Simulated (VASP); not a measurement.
Hf, 2 atoms in the cell. It takes space group P6_3/mmc (No. 194, hexagonal). The conventional cell has a = 3.192 Å, b = 3.192 Å, c = 5.045 Å, α = 90.00°, β = 90.00°, γ = 120.00°. Within 4.1 Å of Hf (site symmetry -6m2) lie 12 Hf at 3.12 to 3.19 Å. 

| Property | Result |
| --- | --- |
| Program | VASP 6.6.1 |
| Task | single point |
| Functional | PBE |
| Dispersion | D3(BJ) |
| Potentials or basis | VASP PAW PBE potentials, release 64 (Hf_pv) |
| Cutoff | 500 eV |
| k mesh | 6 × 6 × 4 |
| Occupations | gaussian, width 0.1 eV |
| Spin | no spin polarisation |
| Dipole correction | no |
| Further INCAR settings | ALGO = Normal; EDIFF = 1e-06; NBANDS = 17 |

Potentials or basis: VASP PAW PBE potentials, release 64 (Hf_pv).

Run with:

```sh
$ cat potpaw_PBE.64/Hf_pv/POTCAR > POTCAR
$ mpirun -np 1 vasp_std > vasp.out
```

Hardware: 1 thread of Intel Xeon 6975P-C (shared host).

Q: How long does it take, and how much memory?

A: Wall time 12 s on 1 thread of Intel Xeon 6975P-C, with other jobs on the host, peak memory 0.17 GiB. Counts: scf iterations 12, k points 21.
